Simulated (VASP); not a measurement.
Wanted: the native input for a VASP 6.6.1 run.

```
Task                   : single point
Functional             : r2SCAN
Potentials or basis    : VASP PAW PBE potentials, release 64 (Ca_sv, O)
Cutoff                 : 520 eV
k mesh                 : 8 × 8 × 8
Occupations            : gaussian, width 0.05 eV
Spin                   : no spin polarisation
Dipole correction      : no
Further INCAR settings : ALGO = Normal; EDIFF = 1e-06; NBANDS = 15
```

Crystal: CaO.

```
Ca O
1.0
     0.00000    2.35104    2.35104
     2.35104    0.00000    2.35104
     2.35104    2.35104    0.00000
Ca O
1 1
Direct
  0.00000 0.00000 0.00000
  0.50000 0.50000 0.50000
```

This cell differs from its parent crystal: strain -0.040 along x and y, -0.040 along z.

These files were run (other wordings do the same):

POSCAR

```
CaO
1.0
    0.0000000000      2.3510400000      2.3510400000
    2.3510400000      0.0000000000      2.3510400000
    2.3510400000      2.3510400000      0.0000000000
Ca O
1 1
Direct
    0.0000000000      0.0000000000      0.0000000000
    0.5000000000      0.5000000000      0.5000000000
```

INCAR.step1

```
ALGO = Normal ; EDIFF = 1E-4
ENCUT = 520 ; GGA = PE
ISMEAR = 0 ; LASPH = T
LCHARG = F ; LREAL = F
LWAVE = T ; NBANDS = 15
NELM = 100 ; PREC = Accurate
SIGMA = 0.05
```

INCAR.step2

```
ALGO = Normal ; EDIFF = 1E-6
ENCUT = 520 ; ISIF = 2
ISMEAR = 0 ; ISTART = 1
LASPH = T ; LCHARG = F
LMIXTAU = T ; LREAL = F
LWAVE = F ; METAGGA = R2SCAN
NBANDS = 15 ; NELM = 100
PREC = Accurate ; SIGMA = 0.05
```

KPOINTS

```
k-points
0
Gamma
  8 8 8
```

Potentials or basis: VASP PAW PBE potentials, release 64 (Ca_sv, O).

Run with:

```bash
$ cat potpaw_PBE.64/Ca_sv/POTCAR potpaw_PBE.64/O/POTCAR > POTCAR
$ cp INCAR.step1 INCAR
$ mpirun -np 1 vasp_std > vasp.out
$ cp INCAR.step2 INCAR
$ mpirun -np 1 vasp_std > vasp.out
```

Results of the run:

| Quantity | Value |
| --- | --- |
| Pressure | 9.2 GPa |
| Band gap on the k mesh | 4.16 eV, indirect (least direct gap 4.52 eV) |

Caveat: the cell differs from its parent crystal (strain -0.040 along x and y, -0.040 along z); the PAW data sets were made with another functional, which shifts forces and pressure a little.

Run time: 32 s on 1 thread of Intel(R) Xeon(R) Platinum 8559C (Emerald Rapids) (shared host), peak memory 0.16 GiB.
